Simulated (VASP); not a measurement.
Write the native input for VASP 6.6.1 that does the following.

```
Task                   : single point
Functional             : PBEsol
Dispersion             : D4
Potentials or basis    : VASP PAW PBE potentials, release 64 (K_sv, Ta_pv, O, Sb)
Cutoff                 : 520 eV
k mesh                 : 1 × 1 × 1, shifted
Occupations            : fermi-dirac, width 0.05 eV
Spin                   : collinear spin
Starting moments       : [0.0, 0.0, 1.0, 1.0, 0.0, 0.0, 0.0, 0.0, 1.0] μB
Dipole correction      : no
Mended                 : yes
Further INCAR settings : ALGO = Normal; EDIFF = 1e-06; NBANDS = 48; ISYM = -1
```

The structure of K2Ta2SbO4 (a cell with a defect) lies in POSCAR:

```
K2Ta2SbO4
1.0
    7.9708780000      0.0000000000      0.0000000000
    0.0000000000      3.9854390000      0.0000000000
    0.0000000000      0.0000000000      3.9854390000
K Ta O Sb
2 2 4 1
Direct
    0.0006740000      0.0039730000      0.0025980000
    0.5006170000      0.9964650000      0.0070350000
    0.2517200000      0.4972190000      0.5006860000
    0.7493560000      0.5051750000      0.4987980000
    0.7498220000      0.5040820000      0.9964300000
    0.0007950000      0.5052920000      0.4987210000
    0.2520990000      0.0025140000      0.5001260000
    0.7537790000      0.9951470000      0.4962230000
    0.4990620000      0.4961400000      0.5004240000
```

The input as run:

INCAR

```
SYSTEM = K2Ta2SbO4
PREC = Accurate ; ENCUT = 520
EDIFF = 1E-6 ; ISMEAR = -1
SIGMA = 0.05 ; LREAL = .FALSE.
LASPH = .TRUE. ; NELM = 200
ALGO = Normal ; ISIF = 2
LWAVE = .FALSE. ; LCHARG = .FALSE.
ISPIN = 2 ; MAGMOM = 0 0 1 1 0 0 0 0 1
LORBIT = 11 ; LMAXMIX = 4
GGA = PS ; IVDW = 13
ISYM = -1 ; NBANDS = 48
GGA_COMPAT = .FALSE.
```

KPOINTS

```
explicit points
1
Reciprocal
  0.25000000   0.25000000   0.25000000 1
```

Potentials or basis: VASP PAW PBE potentials, release 64 (K_sv, Ta_pv, O, Sb).

Launch:

```bash
$ cat potpaw_PBE.64/K_sv/POTCAR potpaw_PBE.64/Ta_pv/POTCAR potpaw_PBE.64/O/POTCAR potpaw_PBE.64/Sb/POTCAR > POTCAR
$ mpirun -np 1 vasp_std > vasp.out
```

It gave:

```json
{"Pressure": "60.4 GPa", "Largest force": "27.428 eV/Å", "Net moment": "0.99 μB per cell", "Site moments": "K +0.01, -0.00; Ta +0.44, +0.10; O -0.00, +0.08, -0.01 (each value once); Sb +0.17 μB", "Valence electrons inside the program's atomic spheres": "K 7.59, 7.72; Ta 9.36, 9.42; O 5.04, 5.03, 5.05 (each value once); Sb 3.51", "Dispersion energy per atom": "-0.128 eV"}
```

Caveat: atoms lie so close that the PAW spheres overlap strongly, which falsifies energies and pressures; the PAW data sets were made with another functional, which shifts forces and pressure a little.

Wall time 35 s on 1 thread of Intel(R) Xeon(R) Platinum 8488C (Sapphire Rapids), on a shared host, peak memory 0.25 GiB.
